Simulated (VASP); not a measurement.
Set up this calculation in VASP 6.6.1, as the native input.

```yaml
Task: single point
Functional: PBE
Potentials_or_basis: VASP PAW PBE potentials, release 64 (Ga_d, Sb)
Cutoff: 520 eV
k_mesh: 16 × 16 × 16
Occupations: gaussian, width 0.15 eV
Spin: no spin polarisation
Dipole_correction: no
Further_INCAR_settings: ALGO = Fast; EDIFF = 1e-06; NBANDS = 16
```

The structure of GaSb lies in POSCAR:

```
GaSb
1.0
   -2.8948000000      2.8948000000      1.4546000000
    2.8948000000     -2.8948000000      1.4546000000
    2.8948000000      2.8948000000     -1.4546000000
Ga Sb
1 1
Direct
    0.2500000000      0.7500000000      0.5000000000
    0.0000000000      0.0000000000      0.0000000000
```

These files were run (other wordings do the same):

INCAR

```
SYSTEM = GaSb
ALGO     = Fast           ! electronic algorithm
EDIFF    = 1E-6           ! SCF threshold, eV
ENCUT    = 520            ! plane-wave cutoff, eV
GGA      = PE             ! functional
ISIF     = 2              ! what is computed and relaxed
ISMEAR   = 0              ! smearing method
LASPH    = .True.         ! aspherical terms in the spheres
LCHARG   = .False.        ! write CHGCAR
LREAL    = .False.        ! projectors in reciprocal space
LWAVE    = .False.        ! write WAVECAR
NBANDS   = 16             ! bands
NELM     = 60             ! most SCF steps
PREC     = Accurate       ! precision mode
SIGMA    = 0.15           ! smearing width, eV
```

KPOINTS

```
k-points
0
Gamma
  16 16 16
  0 0 0
```

Potentials or basis: VASP PAW PBE potentials, release 64 (Ga_d, Sb).

Run with:

```bash
$ cat potpaw_PBE.64/Ga_d/POTCAR potpaw_PBE.64/Sb/POTCAR > POTCAR
$ mpirun -np 1 vasp_std > vasp.out
```

It gave:

The pressure is 0.5 GPa. The band gap on the k mesh is zero (bands 9 and 10 overlap by 3.68 eV).

Caveat: the stress differs along the axes, from -2 to 6 GPa; spin-orbit coupling is left out, which moves the levels of the heavy elements.

Wall time 3.4 min on 1 thread of Oxide Virtual Turin-like Processor, on a shared host, peak memory 0.37 GiB.
